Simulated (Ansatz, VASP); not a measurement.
One calculation of AgRh, two programs

Contents of INCAR:

```
PREC = Accurate
ENCUT = 520
EDIFF = 1E-6
ISMEAR = -1
SIGMA = 0.05
LREAL = F
LASPH = T
NELM = 100
ALGO = Fast
ISIF = 2
LWAVE = F
LCHARG = F
NBANDS = 20
```

The input KPOINTS:

```
regular mesh
0
Gamma
  11 11 6
```

The input POSCAR:

```
AgRh
1.0
    2.7959833597      0.0000000000      0.0000000000
   -1.3979916799      2.4213926181      0.0000000000
    0.0000000000      0.0000000000      4.8404479744
Ag Rh
1 1
Direct
    0.0000000000      0.0000000000      0.5000000000
    0.6666666667      0.3333333333      0.0000000000
```

The input input.yaml:

```yaml
crystal:
  lattice:
    - [2.7959833597, 0.0, 0.0]
    - [-1.3979916799, 2.4213926181, 0.0]
    - [0.0, 0.0, 4.8404479744]
  atoms:
    - { symbol: Ag, position: [0.0, 0.0, 0.5] }
    - { symbol: Rh, position: [0.6666666667, 0.3333333333, 0.0] }
hamiltonian:
  xc: lda
  pseudopotentials: { kind: paw }
kpoints:
  mp_grid: { grid: [11, 11, 6] }
scf:
  occupations: { method: fermi_dirac, width: 0.05 }
output:
  forces: true
  stress: true
  eigenvalues: true
```

Alike in both runs: task single point; functional LDA; k mesh 11 × 11 × 6; occupations fermi-dirac, width 0.05 eV; no spin polarisation.

|  | VASP | Ansatz |
| --- | --- | --- |
| version | VASP 6.6.1 | Ansatz 0.2.0 |
| potentials or method | VASP PAW LDA potentials, release 64 (Ag, Rh_pv) | Ansatz PAW |
| plane-wave cutoff (eV) | 520 | 420 |
| valence electrons in the cell | 26 | 36 |

Ansatz gave:

| Quantity | Value |
| --- | --- |
| gap on the k mesh at the Fermi level (eV) | none |
| pressure (GPa) | -17.9 |
| traceless stress, the component that is largest in VASP (GPa) | 0.62 |

Problem. What did VASP give for the same quantities?

Solution. gap on the k mesh at the Fermi level (eV): none; pressure (GPa): -17.6; traceless stress, the component that is largest in VASP (GPa): 0.59.

LDA's correlation is that of Perdew and Zunger in VASP and of Perdew and Wang (1992) in Ansatz. A gap of «none» marks a metal or a gap that the smearing closes. VASP's potentials hold 26 valence electrons a cell and Ansatz's 36, so a difference there can come from the potentials and not from the codes.
